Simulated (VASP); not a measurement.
# ZrAl3N4 (Cmmm) in VASP: a series of runs

Runs on ZrAl3N4. Level: PBE. Tasks: single point, relaxation of cell and atoms.

Program: VASP 6.6.1. These are calculated values, not measurements. Logs are shortened: lines on timing, memory, paths and dates and some standing lists are left out, and cuts for length are marked.

**1. The cell of the first run**

It takes space group Cmmm (No. 65, orthorhombic). Conventional cell: a = 6.073 Å, b = 8.482 Å, c = 2.973 Å, α = 90.00°, β = 90.00°, γ = 90.00°. Zr (site symmetry mmm) has 6 N at 2.21 to 2.23 Å within 2.9 Å. Within 2.8 Å of Al (site symmetry 2/m) lie 6 N at 2.13 Å. Al (site symmetry mmm) has 6 N at 2.02 to 2.03 Å within 2.7 Å. Within 2.7 Å of N (site symmetry 2mm) lie 4 Al at 2.02 to 2.13 Å and 2 Zr at 2.23 Å. Within 2.7 Å of N (site symmetry m2m) lie 5 Al at 2.03 to 2.13 Å and 1 Zr at 2.21 Å.

**2. Single point, PBE**

INCAR

```
SYSTEM = ZrAl3N4
PREC = Accurate ; ENCUT = 520
EDIFF = 1E-6 ; ISMEAR = 0
SIGMA = 0.1 ; LREAL = .False.
LASPH = .True. ; NELM = 60
ALGO = Normal ; ISIF = 2
LWAVE = .False. ; LCHARG = .False.
GGA = PE ; NBANDS = 30
```

KPOINTS

```
Automatic mesh
0
Gamma
  4 4 6
  0 0 0
```

POSCAR

```
ZrAl3N4
1.0
    3.0364762305     -4.2408298975      0.0000000000
    3.0364762305      4.2408298975      0.0000000000
    0.0000000000      0.0000000000      2.9729298141
Zr Al N
1 3 4
Direct
    0.0000000000      0.0000000000      0.5000000000
    0.0000000000      0.5000000000      0.0000000000
    0.5000000000      0.5000000000      0.5000000000
    0.5000000000      0.0000000000      0.0000000000
    0.2747027427      0.2747027427      0.0000000000
    0.2605540652      0.7394459348      0.5000000000
    0.7394459348      0.2605540652      0.5000000000
    0.7252972573      0.7252972573      0.0000000000
```

Potentials or basis: VASP PAW PBE potentials, release 64 (Zr_sv, Al, N).

Launch:

```sh
$ cat potpaw_PBE.64/Zr_sv/POTCAR potpaw_PBE.64/Al/POTCAR potpaw_PBE.64/N/POTCAR > POTCAR
$ mpirun -np 1 vasp_std > vasp.out
```

OUTCAR:

```text
SYSTEM = ZrAl3N4
   PREC = Accurate
   ENCUT = 520
   EDIFF = 1E-6
   ISMEAR = 0
   LREAL = .False.
   LASPH = .True.
   NELM = 60
   ISIF = 2
   GGA = PE

 ion  position               nearest neighbor table
   1  0.000  0.000  0.500-   6 2.21   7 2.21   5 2.23   8 2.23   5 2.23   8 2.23   2 3.00   4 3.00
                             2 3.00   4 3.00   2 3.00   2 3.00   4 3.00   4 3.00   3 3.04   3 3.04
   2  0.000  0.500  0.000-   5 2.13   8 2.13   7 2.13   6 2.13   6 2.13   7 2.13   1 3.00   3 3.00
                             1 3.00   3 3.00   1 3.00   1 3.00   3 3.00   3 3.00   4 3.04   4 3.04
   3  0.500  0.500  0.500-   5 2.02   8 2.02   5 2.02   8 2.02   7 2.03   6 2.03   2 3.00   4 3.00
                             2 3.00   4 3.00   4 3.00   4 3.00   2 3.00   2 3.00   1 3.04   1 3.04
   4  0.500  0.000  0.000-   5 2.13   8 2.13   7 2.13   6 2.13   6 2.13   7 2.13   1 3.00   3 3.00
                             1 3.00   3 3.00   3 3.00   3 3.00   1 3.00   1 3.00   2 3.04   2 3.04
   5  0.275  0.275  0.000-   3 2.02   3 2.02   4 2.13   2 2.13   1 2.23   1 2.23
   6  0.261  0.739  0.500-   3 2.03   2 2.13   4 2.13   2 2.13   4 2.13   1 2.21
   7  0.739  0.261  0.500-   3 2.03   2 2.13   4 2.13   2 2.13   4 2.13   1 2.21
   8  0.725  0.725  0.000-   3 2.02   3 2.02   4 2.13   2 2.13   1 2.23   1 2.23

  LATTYP: Found a base centered orthorhombic cell.
 ALAT       =     6.0729524610
 B/A-ratio  =     1.3966287155
 C/A-ratio  =     0.4895361578

  Lattice vectors:

 A1 = (   3.0364762305,  -4.2408298975,   0.0000000000)
 A2 = (   3.0364762305,   4.2408298975,   0.0000000000)
 A3 = (   0.0000000000,   0.0000000000,   2.9729298141)

Analysis of symmetry for initial positions (statically):
=====================================================================
 Subroutine PRICEL returns:
 Original cell was already a primitive cell.

 Routine SETGRP: Setting up the symmetry group for a
 base centered orthorhombic supercell.

 Subroutine GETGRP returns: Found  8 space group operations
 (whereof  8 operations were pure point group operations)
 out of a pool of  8 trial point group operations.

The static configuration has the point symmetry D_2h.

Analysis of symmetry for dynamics (positions and initial velocities):
=====================================================================
 Subroutine PRICEL returns:
 Original cell was already a primitive cell.

 Routine SETGRP: Setting up the symmetry group for a
 base centered orthorhombic supercell.

 Subroutine GETGRP returns: Found  8 space group operations
 (whereof  8 operations were pure point group operations)
 out of a pool of  8 trial point group operations.

The dynamic configuration has the point symmetry D_2h.

 Subroutine INISYM returns: Found  8 space group operations
 (whereof  8 operations are pure point group operations),
 and found     1 'primitive' translations

----------------------------------------------------------------------------------------

                                     Primitive cell

  volume of cell :      76.5659

  direct lattice vectors                    reciprocal lattice vectors
     3.036476230 -4.240829898  0.000000000     0.164664553 -0.117901451  0.000000000
     3.036476230  4.240829898  0.000000000     0.164664553  0.117901451  0.000000000
     0.000000000  0.000000000  2.972929814     0.000000000  0.000000000  0.336368519

  length of vectors
     5.215824587  5.215824587  2.972929814     0.202522016  0.202522016  0.336368519

  position of ions in fractional coordinates (direct lattice)
     0.000000000  0.000000000  0.500000000
     0.000000000  0.500000000  0.000000000
     0.500000000  0.500000000  0.500000000
     0.500000000  0.000000000  0.000000000
     0.274702743  0.274702743  0.000000000
     0.260554065  0.739445935  0.500000000
     0.739445935  0.260554065  0.500000000
     0.725297257  0.725297257  0.000000000

  ion indices of the primitive-cell ions
   primitive index   ion index
                 1           1
                 2           2
                 3           3
                 4           4
                 5           5
                 6           6
                 7           7
                 8           8

----------------------------------------------------------------------------------------

 KPOINTS: Automatic mesh

Automatic generation of k-mesh.
 Grid dimensions read from file:
 generate k-points for:    4    4    6

 Generating k-lattice:

  Cartesian coordinates                     Fractional coordinates (reciprocal lattice)
     0.041166138 -0.029475363  0.000000000     0.250000000  0.000000000  0.000000000
     0.041166138  0.029475363  0.000000000     0.000000000  0.250000000  0.000000000
     0.000000000  0.000000000  0.056061420     0.000000000  0.000000000  0.166666667

  Length of vectors
     0.050630504  0.050630504  0.056061420

  Shift w.r.t. Gamma in fractional coordinates (k-lattice)
     0.000000000  0.000000000  0.000000000

 Subroutine IBZKPT returns following result:
 ===========================================

 Found     28 irreducible k-points:

 Following reciprocal coordinates:
            Coordinates               Weight
  0.000000  0.000000  0.000000      1.000000
  0.250000  0.000000  0.000000      4.000000
  0.500000  0.000000  0.000000      2.000000
  0.250000  0.250000  0.000000      2.000000
  0.500000  0.250000  0.000000      4.000000
 -0.250000  0.250000  0.000000      2.000000
[... 16 lines left out ...]
  0.250000  0.000000  0.500000      4.000000
  0.500000  0.000000  0.500000      2.000000
 [... further k-points ...]
   k-points           NKPTS =     28   k-points in BZ     NKDIM =     28   number of bands    NBANDS=     30
   number of dos      NEDOS =    301   number of ions     NIONS =      8
   total plane-waves  NPLWV =  38400
   dimension x,y,z NGX =    40 NGY =   40 NGZ =   24
   dimension x,y,z NGXF=    80 NGYF=   80 NGZF=   48
   ions per type =               1   3   4
   NGX,Y,Z   is equivalent  to a cutoff of  12.75, 12.75, 13.42 a.u.
   NGXF,Y,Z  is equivalent  to a cutoff of  25.50, 25.50, 26.84 a.u.
 SYSTEM =  ZrAl3N4
   PREC   = accura    normal or accurate (medium, high low for compatibility)
   ISTART =      0    job   : 0-new  1-cont  2-samecut
   ICHARG =      2    charge: 1-file 2-atom 10-const
   ISPIN  =      1    spin polarized calculation?
   LNONCOLLINEAR =      F non collinear calculations
   LSORBIT =      F    spin-orbit coupling
   LASPH  =      T    aspherical Exc in radial PAW
   ENCUT  =  520.0 eV  38.22 Ry    6.18 a.u.   9.70  9.70  5.53*2*pi/ulx,y,z
   NELM   =     60;   NELMIN=  2; NELMDL= -5     # of ELM steps
   EDIFF  = 0.1E-05   stopping-criterion for ELM
   LREAL  =      F    real-space projection
   EDIFFG = 0.1E-04   stopping-criterion for IOM
   NSW    =      0    number of steps for IOM
   IBRION =     -1    ionic relax: 0-MD 1-quasi-New 2-CG
   NFREE  =      0    steps in history (QN), initial steepest desc. (CG)
   ISIF   =      2    stress and relaxation
   ISYM   =      2    0-nonsym 1-usesym 2-fastsym
   POTIM  = 0.5000    time-step for ionic-motion
   TEBEG  =    0.0;   TEEND  =   0.0 temperature during run
   PSTRESS=    0.0 pullay stress
   NELECT =      41.0000    total number of electrons
   NUPDOWN=      -1.0000    fix difference up-down
   EMIN   =  10.00;   EMAX   =-10.00  energy-range for DOS
   EFERMI =   0.00;   METHOD = LEGACY
   ISMEAR =     0;   SIGMA  =   0.10  broadening in eV -4-tet -1-fermi 0-gaus
   EFERMI_NEDOS =   21; number of points for ismear=-14 and -15
   IALGO  =     38    algorithm
   IMIX   =      4    mixing-type and parameters
     AMIX     =   0.40;   BMIX     =  1.00
     AMIX_MAG =   1.60;   BMIX_MAG =  1.00
  volume/ion in A,a.u.               =       9.57        64.59
  Fermi-wavevector in a.u.,A,eV,Ry     =   1.329406  2.512213 24.045855  1.767320
  Thomas-Fermi vector in A             =   2.458571
   LORBIT       =      0    0 simple, 1 ext, 2 COOP (PROOUT), +10 PAW based schemes
   GGA     = PE    functional components
   LHFCALC =     F    Hartree Fock is set to
   AEXX    =    0.0000 exact exchange contribution
   IVDW    =     0    specifies the selected vdW correction
   LEPSILON=     F    determine dielectric tensor
   LRPA    =     F    only Hartree local field effects (RPA)
 non-spin polarized calculation
 Gauss-broadening in eV      SIGMA  =   0.10
  energy-cutoff  :      520.00
  volume of cell :       76.57
 maximum number of plane-waves:      2084
 NGX is ok and might be reduce to    40
   NGX = 19   NGY = 19   NGZ = 11

 number of electron      41.0000004 magnetization

 Free energy of the ion-electron system (eV)
  ---------------------------------------------------
  ext. energy  EPLUGINS =         0.00000000
  ---------------------------------------------------
  free energy    TOTEN  =       -61.94471421 eV

  energy without entropy =      -61.93877990  energy(sigma->0) =      -61.94174705

 E-fermi :  12.0444     XC(G=0): -12.1790

 val. band max:       12.0325897966   @ k =   0.2500   0.2500   0.3333
 cond. band min:      12.1375387931   @ k =  -0.2500   0.2500   0.5000
 fundamental gap:      0.1049489965
 Fermi energy:        12.0444227036

 k-point     1 :       0.0000    0.0000    0.0000
  band No.  band energies     occupation
      1     -37.5720      2.00000
      2     -16.0082      2.00000
      3     -15.9698      2.00000
      4     -15.1662      2.00000
      5      -6.8291      2.00000
      6      -4.1780      2.00000
[... 22 lines left out ...]
     29      17.5894      0.00000
     30      17.8719      0.00000

 k-point     2 :       0.2500    0.0000    0.0000
  band No.  band energies     occupation
      1     -37.5719      2.00000
      2     -16.0147      2.00000
      3     -15.9738      2.00000
      4     -15.1661      2.00000
      5      -6.5133      2.00000
      6      -4.6713      2.00000
[... 22 lines left out ...]
     29      17.3609      0.00000
     30      18.0768      0.00000

 k-point     3 :       0.5000    0.0000    0.0000
  band No.  band energies     occupation
      1     -37.5718      2.00000
      2     -16.0222      2.00000
      3     -15.9766      2.00000
      4     -15.1661      2.00000
      5      -5.8202      2.00000
      6      -5.4881      2.00000
[... 22 lines left out ...]
     29      17.9228      0.00000
     30      18.2873      0.00000

 k-point     4 :       0.2500    0.2500    0.0000
  band No.  band energies     occupation
      1     -37.5718      2.00000
      2     -16.0197      2.00000
      3     -15.9791      2.00000
      4     -15.1661      2.00000
      5      -6.0936      2.00000
      6      -4.8429      2.00000
[... 22 lines left out ...]
     29      17.6053      0.00000
     30      18.6415      0.00000

 k-point     5 :       0.5000    0.2500    0.0000
  band No.  band energies     occupation
      1     -37.5717      2.00000
      2     -16.0263      2.00000
      3     -15.9779      2.00000
      4     -15.1660      2.00000
      5      -5.8488      2.00000
      6      -5.2758      2.00000
[... 22 lines left out ...]
     29      17.6476      0.00000
     30      17.9163      0.00000
[... 526 lines left out ...]
     29      18.8425      0.00000
     30      19.1231      0.00000

 k-point    22 :       0.0000    0.0000    0.5000
  band No.  band energies     occupation
      1     -37.4475      2.00000
      2     -16.3672      2.00000
      3     -15.8554      2.00000
      4     -15.6841      2.00000
      5      -4.6225      2.00000
      6      -4.0591      2.00000
[... 22 lines left out ...]
     29      18.8473      0.00000
     30      19.0470      0.00000

 k-point    23 :       0.2500    0.0000    0.5000
  band No.  band energies     occupation
      1     -37.4475      2.00000
      2     -16.3658      2.00000
      3     -15.8585      2.00000
      4     -15.6857      2.00000
      5      -4.4439      2.00000
      6      -4.4079      2.00000
[... 22 lines left out ...]
     29      18.1511      0.00000
     30      18.3575      0.00000

 k-point    24 :       0.5000    0.0000    0.5000
  band No.  band energies     occupation
      1     -37.4474      2.00000
      2     -16.3644      2.00000
      3     -15.8618      2.00000
      4     -15.6873      2.00000
      5      -4.5684      2.00000
      6      -4.1145      2.00000
[... 22 lines left out ...]
     29      18.0097      0.00000
     30      18.4382      0.00000

 [... further k-points ...]
[... 5 lines left out ...]
  --------------------------------------------------------------------------------------
  -------------------------------------------------------------------------------------
  Total       -0.0243558     -0.0356317     -0.0325271     -0.0000000      0.0000000      0.0000000
  in kB       -0.5096570     -0.7456099     -0.6806456     -0.0000000      0.0000000      0.0000000
  external PRESSURE =      -0.6453042 kB  Pullay stress =       0.0000000 kB

 VOLUME and BASIS-vectors are now :
 -----------------------------------------------------------------------------
  energy-cutoff  :      520.00
  volume of cell :       76.57
      direct lattice vectors                 reciprocal lattice vectors
     3.036476230 -4.240829898  0.000000000     0.164664553 -0.117901451  0.000000000
     3.036476230  4.240829898  0.000000000     0.164664553  0.117901451  0.000000000
     0.000000000  0.000000000  2.972929814     0.000000000  0.000000000  0.336368519

 POSITION                                       TOTAL-FORCE (eV/Angst)
 -----------------------------------------------------------------------------------
      0.00000      0.00000      1.48646         0.000000     -0.000000      0.000000
      1.51824      2.12041      0.00000         0.000000     -0.000000      0.000000
      3.03648      0.00000      1.48646         0.000000     -0.000000      0.000000
      1.51824     -2.12041      0.00000         0.000000     -0.000000      0.000000
      1.66826      0.00000      0.00000         0.022703      0.000000      0.000000
      3.03648      2.03090      1.48646         0.000000     -0.015576      0.000000
      3.03648     -2.03090      1.48646         0.000000      0.015576      0.000000
      4.40470      0.00000      0.00000        -0.022703      0.000000     -0.000000
 -----------------------------------------------------------------------------------
    total drift:                               -0.000000      0.000000      0.000000

  FREE ENERGIE OF THE ION-ELECTRON SYSTEM (eV)
  ---------------------------------------------------
  free  energy   TOTEN  =       -61.9447142123 eV

  energy  without entropy=      -61.9387798965  energy(sigma->0) =      -61.94174705
```

Wall time 38 s (1 thread of AMD EPYC 9R45 (Zen 5), shared host); peak memory 0.18 GiB.

What came out:

| Property | Result |
| --- | --- |
| Free energy | -61.9447 eV |
| Pressure | -0.1 GPa |
| Largest force | 0.023 eV/Å |

Forces on the atoms (eV/Å):
```
Zr   0.000  0.000  0.000
Al   0.000  0.000  0.000
Al   0.000  0.000  0.000
Al   0.000  0.000  0.000
N    0.023  0.000  0.000
N    0.000 -0.016  0.000
N    0.000  0.016  0.000
N   -0.023  0.000  0.000
```

Levels at points of the mesh, in eV from the Fermi level:
```
           k point  band 19  band 20  band 21  band 22  band 23  band 24
(0.00, 0.00, 0.00)    -2.76    -2.69    -1.71     0.49     1.87     2.43
(0.50, 0.00, 0.00)    -3.31    -3.21    -0.35     1.16     2.34     2.63
(0.50, 0.50, 0.00)    -3.44    -3.15    -1.38     2.42     2.86     3.02
(0.00, 0.00, 0.50)    -4.99    -3.67     1.26     1.65     2.77     3.63
(0.50, 0.00, 0.50)    -3.34    -3.21    -0.18     0.76     2.20     3.64
(0.50, 0.50, 0.50)    -4.16    -3.75    -1.17    -0.82     0.26     2.33
```

**3. Single point, PBE**

INCAR

```
SYSTEM = ZrAl3N4
PREC = Accurate
ENCUT = 520
EDIFF = 1E-7
ISMEAR = 0
SIGMA = 0.1
LREAL = .FALSE.
LASPH = .TRUE.
NELM = 60
ALGO = Normal
ISIF = 2
LWAVE = .FALSE.
LCHARG = .TRUE.
GGA = PE
LELF = .TRUE.
LVHAR = .TRUE.
NBANDS = 30
```

KPOINTS

```
regular mesh
0
G
  8 8 12
  0 0 0
```

POSCAR

```
ZrAl3N4
1.0
    3.0517933159     -4.2292006076      0.0000000000
    3.0517933159      4.2292006076      0.0000000000
    0.0000000000      0.0000000000      2.9675984020
Zr Al N
1 3 4
Direct
    0.0000000000      0.0000000000      0.5000000000
    0.0000000000      0.5000000000      0.0000000000
    0.5000000000      0.5000000000      0.5000000000
    0.5000000000      0.0000000000      0.0000000000
    0.2758608637      0.2758608637      0.0000000000
    0.2599549565      0.7400450435      0.5000000000
    0.7400450435      0.2599549565      0.5000000000
    0.7241391363      0.7241391363      0.0000000000
```

Potentials or basis: VASP PAW PBE potentials, release 64 (Zr_sv, Al, N).

Launch:

```sh
$ cat potpaw_PBE.64/Zr_sv/POTCAR potpaw_PBE.64/Al/POTCAR potpaw_PBE.64/N/POTCAR > POTCAR
$ mpirun -np 1 vasp_std > vasp.out
```

Run time: 2.1 min. Hardware: 1 thread of Intel Xeon 6975P-C (Granite Rapids), shared host; peak memory 0.4 GiB.

Results (log left out):

| Quantity | Value |
| --- | --- |
| Free energy | -61.9745 eV |
| Pressure | -0.1 GPa |
| Largest force | 0.023 eV/Å |

Forces in eV/Å, atoms in the order of the input:
```
Zr   0.000  0.000  0.000
Al   0.000  0.000  0.000
Al   0.000  0.000  0.000
Al   0.000  0.000  0.000
N    0.023  0.000  0.000
N    0.000 -0.015  0.000
N    0.000  0.015  0.000
N   -0.023  0.000  0.000
```

Levels at points of the mesh, in eV from the Fermi level:
```tsv
k point	band 18	band 19	band 20	band 21	band 22	band 23	band 24	band 25
(0.00, 0.00, 0.00)	-2.73	-2.67	-2.64	-1.70	0.48	1.85	2.51	2.64
(0.50, 0.00, 0.00)	-3.68	-3.27	-3.12	-0.36	1.17	2.38	2.70	3.75
(0.50, 0.50, 0.00)	-4.13	-3.38	-3.08	-1.37	2.45	2.93	3.07	3.08
(0.00, 0.00, 0.50)	-4.99	-4.93	-3.71	1.28	1.71	2.72	3.67	4.47
(0.50, 0.00, 0.50)	-4.96	-3.30	-3.14	-0.17	0.82	2.22	3.66	4.69
(0.50, 0.50, 0.50)	-4.31	-4.21	-3.68	-1.15	-0.76	0.29	2.25	3.42
```

(Part 1 of 2 ends here.)
